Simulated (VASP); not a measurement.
Crystal: SiO2.

```
Si O
1.0
     4.89124    0.00000    0.00000
     0.00000    4.89124    0.00000
     0.00000    0.00000    6.78390
Si O
4 8
Direct
  0.80325 0.80325 0.50000
  0.69675 0.30325 0.25000
  0.30325 0.69675 0.75000
  0.19675 0.19675 0.00000
  0.76176 0.11039 0.43204
  0.88961 0.23824 0.06796
  0.11039 0.76176 0.56796
  0.26176 0.38961 0.81796
  0.23824 0.88961 0.93204
  0.73824 0.61039 0.31796
  0.38961 0.26176 0.18204
  0.61039 0.73824 0.68204
```

```yaml
Program: VASP 6.6.1
Task: relaxation of cell and atoms
Functional: PBEsol
Potentials_or_basis: VASP PAW PBE potentials, release 64 (Si, O)
Cutoff: 840 eV
k_mesh: 6 × 6 × 4
Occupations: gaussian, width 0.03 eV
Spin: no spin polarisation
```

At the start: pressure 13.1 GPa; volume 13.52 Å³/atom.

Problem. How do energy, volume and symmetry change on relaxing?

Solution. Over 51 steps the energy falls by 38.6 meV/atom and the volume is 15.06 Å³/atom (+11.3 %); space group P4_32_12 (No. 96, to 0.1 Å) before and after.

The path:
| step | energy change (eV) | largest force (eV/Å) | pressure (GPa) | volume (Å³) |
| --- | --- | --- | --- | --- |
| 1 | 0.0000 | 0.7903 | 13.08 | 162.30 |
| 3 | -0.4369 | 0.0770 | 0.25 | 172.44 |
| 5 | -0.4390 | 0.1278 | -0.07 | 174.29 |
| 7 | -0.4411 | 0.1021 | 0.04 | 174.56 |
| 9 | -0.4466 | 0.0462 | -0.15 | 178.02 |
| 11 | -0.4488 | 0.0245 | 0.23 | 178.26 |
| 13 | -0.4498 | 0.0219 | 0.00 | 178.67 |
| 15 | -0.4500 | 0.0037 | 0.03 | 178.63 |
| 17 | -0.4501 | 0.0110 | -0.02 | 178.78 |
| 19 | -0.4501 | 0.0046 | 0.02 | 178.76 |
| 21 | -0.4501 | 0.0118 | -0.02 | 178.92 |
| 23 | -0.4502 | 0.0087 | 0.05 | 179.04 |
| 25 | -0.4502 | 0.0035 | 0.01 | 179.21 |
| 27 | -0.4502 | 0.0025 | 0.00 | 179.23 |
| 29 | -0.4618 | 0.0023 | 0.08 | 179.23 |
| 31 | -0.4619 | 0.0143 | -0.01 | 179.39 |
| 33 | -0.4619 | 0.0103 | -0.02 | 179.51 |
| 35 | -0.4620 | 0.0252 | 0.11 | 179.74 |
| 37 | -0.4622 | 0.0128 | 0.07 | 180.05 |
| 39 | -0.4622 | 0.0041 | -0.01 | 180.20 |
| 41 | -0.4623 | 0.0071 | -0.05 | 180.37 |
| 43 | -0.4623 | 0.0030 | 0.02 | 180.43 |
| 45 | -0.4623 | 0.0028 | -0.02 | 180.55 |
| 47 | -0.4623 | 0.0007 | 0.02 | 180.61 |
| 49 | -0.4623 | 0.0022 | -0.01 | 180.70 |
| 51 | -0.4630 | 0.0018 | 0.00 | 180.72 |

Final structure:
```xyz
12
Lattice="5.0584 0.0000 0.0000 0.0000 5.0584 0.0000 0.0000 0.0000 7.0627" Properties=species:S:1:pos:R:3 pbc="T T T"
Si    4.0223    4.0223    3.5314
Si    3.5654    1.4930    1.7657
Si    1.4930    3.5654    5.2971
Si    1.0362    1.0362    0.0000
O     3.8404    0.4833    3.0017
O     4.5751    1.2180    0.5297
O     0.4833    3.8404    4.0610
O     1.3112    2.0459    5.8267
O     1.2180    4.5751    6.5331
O     3.7472    3.0125    2.2954
O     2.0459    1.3112    1.2360
O     3.0125    3.7472    4.7674
```

Caveat: the PAW data sets were made with another functional, which shifts forces and pressure a little.
